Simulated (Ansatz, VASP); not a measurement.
## Hf in VASP and in Ansatz

```
CELL_PARAMETERS angstrom
-1.78274 1.78274 1.78274
1.78274 -1.78274 1.78274
1.78274 1.78274 -1.78274
ATOMIC_POSITIONS crystal
Hf 0.00000 0.00000 0.00000
```

Alike in both runs: task single point; functional PBE; k mesh 16 × 16 × 16; occupations gaussian, width 0.1 eV; no spin polarisation.

|  | VASP | Ansatz |
| --- | --- | --- |
| version | VASP 6.6.1 | Ansatz 0.2.0 |
| potentials or method | VASP PAW PBE potentials, release 64 (Hf_pv), cutoff 520 eV | scalar-relativistic, plane waves, PAW |
| valence electrons in the cell | 10 | 26 |

|  | VASP | Ansatz | Ansatz less VASP |
| --- | --- | --- | --- |
| gap on the k mesh at the Fermi level (eV) | none | none | - |
| pressure (GPa) | -2.1 | -1.7 | +0.34 |

A gap of «none» marks a metal or a gap that the smearing closes. VASP's potentials hold 10 valence electrons a cell and Ansatz's 26, so a difference there can come from the potentials and not from the codes.

Spin-orbit coupling is off throughout.
